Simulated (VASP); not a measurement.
# ZrC (P6_3/mmc) in VASP: further runs

ZrC is run at these levels: PBEsol; tasks: single point.

Program: VASP 6.6.1. These are calculated values, not measurements. Logs are shortened: lines on timing, memory, paths and dates and some standing lists are left out, and cuts for length are marked.

## 1. The cell of the first run

It takes space group P6_3/mmc (No. 194, hexagonal). Conventional cell: a = 3.322 Å, b = 3.322 Å, c = 5.182 Å, α = 90.00°, β = 90.00°, γ = 120.00°. Within 3.1 Å of Zr (site symmetry -6m2) lie 6 C at 2.31 Å. Within 3.1 Å of C (site symmetry -3m) lie 6 Zr at 2.31 Å and 2 C at 2.59 Å.

## 2. Single point, PBEsol

INCAR

```
SYSTEM = ZrC
  PREC = Accurate
  ENCUT = 520
  EDIFF = 1E-6
  ISMEAR = -1
  SIGMA = 0.15
  LREAL = .FALSE.
  LASPH = .TRUE.
  NELM = 60
  ALGO = Normal
  ISIF = 2
  LWAVE = .FALSE.
  LCHARG = .FALSE.
  GGA = PS
  NBANDS = 24
```

KPOINTS

```
Automatic mesh
0
G
  8 8 5
  0 0 0
```

POSCAR

```
ZrC
1.0
    3.3222427776      0.0000000000      0.0000000000
   -1.6611213888      2.8771472578      0.0000000000
    0.0000000000      0.0000000000      5.1820624332
Zr C
2 2
Direct
    0.3333333333      0.6666666667      0.2500000000
    0.6666666667      0.3333333333      0.7500000000
    0.0000000000      0.0000000000      0.0000000000
    0.0000000000      0.0000000000      0.5000000000
```

Potentials or basis: VASP PAW PBE potentials, release 64 (Zr_sv, C).

Run with:

```console
$ cat potpaw_PBE.64/Zr_sv/POTCAR potpaw_PBE.64/C/POTCAR > POTCAR
$ mpirun -np 1 vasp_std > vasp.out
```

OUTCAR:

```text
SYSTEM = ZrC
   PREC = Accurate
   ENCUT = 520
   EDIFF = 1E-6
   ISMEAR = -1
   LREAL = .FALSE.
   LASPH = .TRUE.
   NELM = 60
   ISIF = 2
   GGA = PS

 ion  position               nearest neighbor table
   1  0.333  0.667  0.250-   3 2.31   4 2.31   3 2.31   4 2.31   3 2.31   4 2.31   2 3.22   2 3.22
                             2 3.22   2 3.22   2 3.22   2 3.22
   2  0.667  0.333  0.750-   3 2.31   4 2.31   3 2.31   4 2.31   3 2.31   4 2.31   1 3.22   1 3.22
                             1 3.22   1 3.22   1 3.22   1 3.22
   3  0.000  0.000  0.000-   1 2.31   2 2.31   2 2.31   1 2.31   2 2.31   1 2.31
   4  0.000  0.000  0.500-   1 2.31   2 2.31   2 2.31   1 2.31   2 2.31   1 2.31

  LATTYP: Found a hexagonal cell.
 ALAT       =     3.3222427776
 C/A-ratio  =     1.5598084728

  Lattice vectors:

 A1 = (   3.3222427776,   0.0000000000,   0.0000000000)
 A2 = (  -1.6611213888,   2.8771472578,   0.0000000000)
 A3 = (   0.0000000000,   0.0000000000,   5.1820624332)

Analysis of symmetry for initial positions (statically):
=====================================================================
 Subroutine PRICEL returns:
 Original cell was already a primitive cell.

 Routine SETGRP: Setting up the symmetry group for a
 hexagonal supercell.

 Subroutine GETGRP returns: Found 24 space group operations
 (whereof 12 operations were pure point group operations)
 out of a pool of 24 trial point group operations.

The static configuration has the point symmetry D_3d.
 The point group associated with its full space group is D_6h.

Analysis of symmetry for dynamics (positions and initial velocities):
=====================================================================
 Subroutine PRICEL returns:
 Original cell was already a primitive cell.

 Routine SETGRP: Setting up the symmetry group for a
 hexagonal supercell.

 Subroutine GETGRP returns: Found 24 space group operations
 (whereof 12 operations were pure point group operations)
 out of a pool of 24 trial point group operations.

The dynamic configuration has the point symmetry D_3d.
 The point group associated with its full space group is D_6h.

 Subroutine INISYM returns: Found 24 space group operations
 (whereof 12 operations are pure point group operations),
 and found     1 'primitive' translations

----------------------------------------------------------------------------------------

                                     Primitive cell

  volume of cell :      49.5332

  direct lattice vectors                    reciprocal lattice vectors
     3.322242778  0.000000000  0.000000000     0.301001482  0.173783250  0.000000000
    -1.661121389  2.877147258  0.000000000     0.000000000  0.347566499  0.000000000
     0.000000000  0.000000000  5.182062433     0.000000000  0.000000000  0.192973360

  length of vectors
     3.322242778  3.322243310  5.182062433     0.347566555  0.347566499  0.192973360

  position of ions in fractional coordinates (direct lattice)
     0.333333333  0.666666667  0.250000000
     0.666666667  0.333333333  0.750000000
     0.000000000  0.000000000  0.000000000
     0.000000000  0.000000000  0.500000000

  ion indices of the primitive-cell ions
   primitive index   ion index
                 1           1
                 2           2
                 3           3
                 4           4

----------------------------------------------------------------------------------------

 KPOINTS: Automatic mesh

Automatic generation of k-mesh.
 Grid dimensions read from file:
 generate k-points for:    8    8    5

 Generating k-lattice:

  Cartesian coordinates                     Fractional coordinates (reciprocal lattice)
     0.037625185  0.021722906  0.000000000     0.125000000  0.000000000  0.000000000
     0.000000000  0.043445812  0.000000000     0.000000000  0.125000000  0.000000000
     0.000000000  0.000000000  0.038594672     0.000000000  0.000000000  0.200000000

  Length of vectors
     0.043445819  0.043445812  0.038594672

  Shift w.r.t. Gamma in fractional coordinates (k-lattice)
     0.000000000  0.000000000  0.000000000

 Subroutine IBZKPT returns following result:
 ===========================================

 Found     30 irreducible k-points:

 Following reciprocal coordinates:
            Coordinates               Weight
  0.000000  0.000000  0.000000      1.000000
  0.125000  0.000000  0.000000      6.000000
  0.250000  0.000000  0.000000      6.000000
  0.375000 -0.000000  0.000000      6.000000
  0.500000  0.000000  0.000000      3.000000
  0.125000  0.125000  0.000000      6.000000
[... 16 lines left out ...]
  0.250000  0.000000  0.400000     12.000000
  0.375000 -0.000000  0.400000     12.000000
 [... further k-points ...]
   k-points           NKPTS =     30   k-points in BZ     NKDIM =     30   number of bands    NBANDS=     24
   number of dos      NEDOS =    301   number of ions     NIONS =      4
   total plane-waves  NPLWV =  31360
   dimension x,y,z NGX =    28 NGY =   28 NGZ =   40
   dimension x,y,z NGXF=    56 NGYF=   56 NGZF=   80
   ions per type =               2   2
   NGX,Y,Z   is equivalent  to a cutoff of  14.01, 14.01, 12.83 a.u.
   NGXF,Y,Z  is equivalent  to a cutoff of  28.02, 28.02, 25.66 a.u.
 SYSTEM =  ZrC
   PREC   = accura    normal or accurate (medium, high low for compatibility)
   ISTART =      0    job   : 0-new  1-cont  2-samecut
   ICHARG =      2    charge: 1-file 2-atom 10-const
   ISPIN  =      1    spin polarized calculation?
   LNONCOLLINEAR =      F non collinear calculations
   LSORBIT =      F    spin-orbit coupling
   LASPH  =      T    aspherical Exc in radial PAW
   ENCUT  =  520.0 eV  38.22 Ry    6.18 a.u.   6.18  6.18  9.64*2*pi/ulx,y,z
   NELM   =     60;   NELMIN=  2; NELMDL= -5     # of ELM steps
   EDIFF  = 0.1E-05   stopping-criterion for ELM
   LREAL  =      F    real-space projection
   EDIFFG = 0.1E-04   stopping-criterion for IOM
   NSW    =      0    number of steps for IOM
   IBRION =     -1    ionic relax: 0-MD 1-quasi-New 2-CG
   NFREE  =      0    steps in history (QN), initial steepest desc. (CG)
   ISIF   =      2    stress and relaxation
   ISYM   =      2    0-nonsym 1-usesym 2-fastsym
   POTIM  = 0.5000    time-step for ionic-motion
   TEBEG  =    0.0;   TEEND  =   0.0 temperature during run
   PSTRESS=    0.0 pullay stress
   NELECT =      32.0000    total number of electrons
   NUPDOWN=      -1.0000    fix difference up-down
   EMIN   =  10.00;   EMAX   =-10.00  energy-range for DOS
   EFERMI =   0.00;   METHOD = LEGACY
   ISMEAR =    -1;   SIGMA  =   0.15  broadening in eV -4-tet -1-fermi 0-gaus
   EFERMI_NEDOS =   21; number of points for ismear=-14 and -15
   IALGO  =     38    algorithm
   IMIX   =      4    mixing-type and parameters
     AMIX     =   0.40;   BMIX     =  1.00
     AMIX_MAG =   1.60;   BMIX_MAG =  1.00
  volume/ion in A,a.u.               =      12.38        83.57
  Fermi-wavevector in a.u.,A,eV,Ry     =   1.415227  2.674391 27.250669  2.002868
  Thomas-Fermi vector in A             =   2.536687
   LORBIT       =      0    0 simple, 1 ext, 2 COOP (PROOUT), +10 PAW based schemes
   GGA     = PS    functional components
   LHFCALC =     F    Hartree Fock is set to
   AEXX    =    0.0000 exact exchange contribution
   IVDW    =     0    specifies the selected vdW correction
   LEPSILON=     F    determine dielectric tensor
   LRPA    =     F    only Hartree local field effects (RPA)
 non-spin polarized calculation
  energy-cutoff  :      520.00
  volume of cell :       49.53
 maximum number of plane-waves:      1345
 NGX is ok and might be reduce to    28
   NGX = 13   NGY = 13   NGZ = 19

 number of electron      32.0000000 magnetization

 Free energy of the ion-electron system (eV)
  ---------------------------------------------------
  ext. energy  EPLUGINS =         0.00000000
  ---------------------------------------------------
  free energy    TOTEN  =       -40.48936483 eV

  energy without entropy =      -40.43119349  energy(sigma->0) =      -40.46027916

 E-fermi :  10.3501     XC(G=0): -12.5113

 val. band max:       10.2564473306   @ k =   0.2500   0.2500   0.2000
 cond. band min:      10.5312141630   @ k =   0.1250   0.0000   0.0000
 fundamental gap:      0.2747668324
 Fermi energy:        10.3500592693

 k-point     1 :       0.0000    0.0000    0.0000
  band No.  band energies     occupation
      1     -37.6659      2.00000
      2     -37.5147      2.00000
      3     -16.4126      2.00000
      4     -15.5301      2.00000
      5     -15.5301      2.00000
      6     -15.4116      2.00000
[... 16 lines left out ...]
     23      15.0713      0.00000
     24      18.3069      0.00000

 k-point     2 :       0.1250    0.0000    0.0000
  band No.  band energies     occupation
      1     -37.6504      2.00000
      2     -37.5092      2.00000
      3     -16.3575      2.00000
      4     -15.6452      2.00000
      5     -15.5730      2.00000
      6     -15.5145      2.00000
[... 16 lines left out ...]
     23      15.8036      0.00000
     24      17.6156      0.00000

 k-point     3 :       0.2500    0.0000    0.0000
  band No.  band energies     occupation
      1     -37.6107      2.00000
      2     -37.4978      2.00000
      3     -16.2092      2.00000
      4     -15.9244      2.00000
      5     -15.7427      2.00000
      6     -15.6617      2.00000
[... 16 lines left out ...]
     23      16.5513      0.00000
     24      16.7324      0.00000
[... 514 lines left out ...]
 k-point    23 :       0.2500    0.0000    0.4000
  band No.  band energies     occupation
      1     -37.5720      2.00000
      2     -37.5371      2.00000
      3     -16.1141      2.00000
      4     -15.9820      2.00000
      5     -15.6641      2.00000
      6     -15.5843      2.00000
[... 16 lines left out ...]
     23      16.9773      0.00000
     24      17.0615      0.00000

 k-point    24 :       0.3750   -0.0000    0.4000
  band No.  band energies     occupation
      1     -37.5401      2.00000
      2     -37.5172      2.00000
      3     -16.2746      2.00000
      4     -16.1913      2.00000
      5     -15.6586      2.00000
      6     -15.6466      2.00000
[... 16 lines left out ...]
     23      17.2535      0.00000
     24      17.5895      0.00000

 [... further k-points ...]
[... 5 lines left out ...]
  --------------------------------------------------------------------------------------
  -------------------------------------------------------------------------------------
  Total        1.9884878      1.9884886      2.3808228      0.0000000      0.0000000      0.0000000
  in kB       64.3187222     64.3187497     77.0090118      0.0000000      0.0000000      0.0000000
  external PRESSURE =      68.5488279 kB  Pullay stress =       0.0000000 kB

 VOLUME and BASIS-vectors are now :
 -----------------------------------------------------------------------------
  energy-cutoff  :      520.00
  volume of cell :       49.53
      direct lattice vectors                 reciprocal lattice vectors
     3.322242778  0.000000000  0.000000000     0.301001482  0.173783250  0.000000000
    -1.661121389  2.877147258  0.000000000     0.000000000  0.347566499  0.000000000
     0.000000000  0.000000000  5.182062433     0.000000000  0.000000000  0.192973360

 POSITION                                       TOTAL-FORCE (eV/Angst)
 -----------------------------------------------------------------------------------
     -0.00000      1.91810      1.29552         0.000000      0.000000      0.000000
      1.66112      0.95905      3.88655        -0.000000     -0.000000      0.000000
      0.00000      0.00000      0.00000         0.000000      0.000000      0.000000
      0.00000      0.00000      2.59103         0.000000      0.000000      0.000000
 -----------------------------------------------------------------------------------
    total drift:                               -0.000000      0.000000     -0.000000

  FREE ENERGIE OF THE ION-ELECTRON SYSTEM (eV)
  ---------------------------------------------------
  free  energy   TOTEN  =       -40.4893648330 eV

  energy  without entropy=      -40.4311934874  energy(sigma->0) =      -40.46027916
```

Wall time 20 s (1 thread of AMD EPYC 9R45 (Zen 5), shared host); peak memory 0.15 GiB.

What came out:

```
Free energy            : -40.4894 eV
Pressure               : 6.9 GPa
Band gap on the k mesh : zero (band 16 reaches 11.29 eV, above the bottom of band 17 at 10.18 eV)
```

Stress tensor (GPa, compression positive):
```
6.43 0.00 0.00
0.00 6.43 0.00
0.00 0.00 7.70
```

Caveat: the PAW data sets were made with another functional, which shifts forces and pressure a little.

## 3. Single point, PBEsol

This run uses another cell than the first one, of 12.65 Å³/atom, 1.021 times its volume.

INCAR

```
ALGO     = Normal         # electronic algorithm
EDIFF    = 1E-7           # SCF threshold, eV
ENCUT    = 520            # plane-wave cutoff, eV
GGA      = PS             # functional
ISIF     = 2              # what is computed and relaxed
ISMEAR   = -1             # smearing method
LASPH    = True           # aspherical terms in the spheres
LCHARG   = True           # write CHGCAR
LELF     = True           # ELF
LREAL    = False          # projectors in reciprocal space
LVHAR    = True         
LWAVE    = False          # write WAVECAR
NBANDS   = 24             # bands
NELM     = 80             # most SCF steps
PREC     = Accurate       # precision mode
SIGMA    = 0.15           # smearing width, eV
```

KPOINTS

```
k-points
0
Gamma
  8 8 5
```

POSCAR

```
ZrC
1.0
    3.3456396244      0.0000000000      0.0000000000
   -1.6728198122      2.8974095258      0.0000000000
    0.0000000000      0.0000000000      5.2185570330
Zr C
2 2
Direct
    0.3333333333      0.6666666667      0.2500000000
    0.6666666667      0.3333333333      0.7500000000
    0.0000000000      0.0000000000      0.0000000000
    0.0000000000      0.0000000000      0.5000000000
```

Potentials or basis: VASP PAW PBE potentials, release 64 (Zr_sv, C).

Run with:

```console
$ cat potpaw_PBE.64/Zr_sv/POTCAR potpaw_PBE.64/C/POTCAR > POTCAR
$ mpirun -np 1 vasp_std > vasp.out
```

Wall time 24 s (1 thread of AMD EPYC 9R45 (Zen 5), shared host); peak memory 0.16 GiB.

Results (log left out):

* Free energy: -40.5175 eV
* Pressure: 1.6 GPa
* Band gap on the k mesh: zero (band 16 reaches 11.03 eV, above the bottom of band 17 at 9.95 eV)

Stress tensor (GPa, compression positive):
```
1.12 0.00 0.00
0.00 1.12 0.00
0.00 0.00 2.51
```

Levels at points of the mesh, in eV from the Fermi level:
```
           k point  band 14  band 15  band 16  band 17  band 18  band 19
(0.00, 0.00, 0.00)    -1.16    -1.16     0.92     1.24     1.24     1.68
(0.50, 0.00, 0.00)    -2.90    -1.58    -0.76     1.58     4.26     4.42
```

Caveat: the PAW data sets were made with another functional, which shifts forces and pressure a little.

## 4. Single point, PBEsol

This run uses another cell than the first one, of 12.91 Å³/atom, 1.043 times its volume.

INCAR

```
PREC = Accurate
ENCUT = 520
EDIFF = 1E-7
ISMEAR = -1
SIGMA = 0.15
LREAL = F
LASPH = T
NELM = 60
ALGO = Normal
ISIF = 2
LWAVE = F
LCHARG = T
GGA = PS
LELF = T
LVHAR = T
NBANDS = 24
```

KPOINTS

```
Automatic mesh
0
Gamma
  8 8 5
```

POSCAR

```
ZrC
1.0
    3.3687137303      0.0000000000      0.0000000000
   -1.6843568651      2.9173922920      0.0000000000
    0.0000000000      0.0000000000      5.2545482188
Zr C
2 2
Direct
    0.3333333333      0.6666666667      0.2500000000
    0.6666666667      0.3333333333      0.7500000000
    0.0000000000      0.0000000000      0.0000000000
    0.0000000000      0.0000000000      0.5000000000
```

Run with:

```console
$ cat potpaw_PBE.64/Zr_sv/POTCAR potpaw_PBE.64/C/POTCAR > POTCAR
$ mpirun -np 1 vasp_std > vasp.out
```

Wall time 26 s (1 thread of AMD EPYC 9R45 (Zen 5), shared host); peak memory 0.16 GiB.

Results (log left out):

```yaml
Free_energy: -40.5127 eV
Pressure: -3.1 GPa
Band_gap_on_the_k_mesh: zero (band 16 reaches 10.79 eV, above the bottom of band 17 at 9.72 eV)
```

Stress tensor (GPa, compression positive):
```
-3.65  0.00  0.00
 0.00 -3.65  0.00
 0.00  0.00 -2.14
```

Levels at points of the mesh, in eV from the Fermi level:
```
           k point  band 12  band 13  band 14  band 15  band 16  band 17  band 18  band 19  band 20  band 21
(0.00, 0.00, 0.00)    -2.88    -2.88    -1.14    -1.14     0.91     1.22     1.22     1.64     1.64     2.37
(0.50, 0.00, 0.00)    -3.49    -3.28    -2.89    -1.56    -0.78     1.53     4.15     4.31     4.33     4.80
```

Caveat: the PAW data sets were made with another functional, which shifts forces and pressure a little.

## 5. Summary

```tsv
cell	gap on the mesh (eV)	pressure (GPa)
a = 3.322, b = 3.322, c = 5.182 Å, angles 90.0, 90.0, 120.0°, 4 atoms	none	6.9
a = 3.346, b = 3.346, c = 5.219 Å, angles 90.0, 90.0, 120.0°, 4 atoms	none	1.6
a = 3.369, b = 3.369, c = 5.255 Å, angles 90.0, 90.0, 120.0°, 4 atoms	none	-3.1
```

Alike in all rows: task single point; level PBEsol; potentials or basis VASP PAW PBE potentials, release 64 (Zr_sv, C); no spin polarisation; k mesh 8 × 8 × 5; cutoff (eV) 520; smearing fermi-dirac 0.15 eV.

Caveats: the PAW data sets were made with another functional, which shifts forces and pressure a little.

Total energies depend on the potentials used, so only differences within one code and one set of settings carry meaning.
